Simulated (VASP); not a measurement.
A run of VASP 6.6.1 is set up as follows.

File INCAR:

```
ALGO     = Fast           # electronic algorithm
EDIFF    = 1E-6           # SCF threshold, eV
ENCUT    = 520            # plane-wave cutoff, eV
GGA      = PE             # functional
ISIF     = 2              # what is computed and relaxed
ISMEAR   = 0              # smearing method
LASPH    = T              # aspherical terms in the spheres
LCHARG   = F              # write CHGCAR
LREAL    = F              # projectors in reciprocal space
LWAVE    = F              # write WAVECAR
NBANDS   = 11             # bands
NELM     = 100            # most SCF steps
PREC     = Accurate       # precision mode
SIGMA    = 0.15           # smearing width, eV
```

Contents of KPOINTS:

```
k-points
0
Gamma
  18 18 18
```

POSCAR

```
Hf
1.0
    0.0000000000      2.2200000000      2.0868000000
    2.2200000000      0.0000000000      2.0868000000
    2.2200000000      2.2200000000      0.0000000000
Hf
1
Direct
    0.0000000000      0.0000000000      0.0000000000
```

Potentials or basis: VASP PAW PBE potentials, release 64 (Hf_pv).

The run is started by

```bash
$ cat potpaw_PBE.64/Hf_pv/POTCAR > POTCAR
$ mpirun -np 1 vasp_std > vasp.out
```

What does it give for the pressure?

10.4 GPa.

Predict the band gap on the k mesh.

zero (bands 5 and 6 overlap by 2.07 eV).

Stress tensor (GPa, compression positive):
```
 9.31  0.00  0.00
 0.00  9.31  0.00
 0.00  0.00 12.49
```

Caveat: the cell differs from its parent crystal (strain -0.0600 x Voigt [0, 0, 1, 0, 0, 0]); the cell stands under pressure; spin-orbit coupling is left out, which moves the levels of the heavy elements.
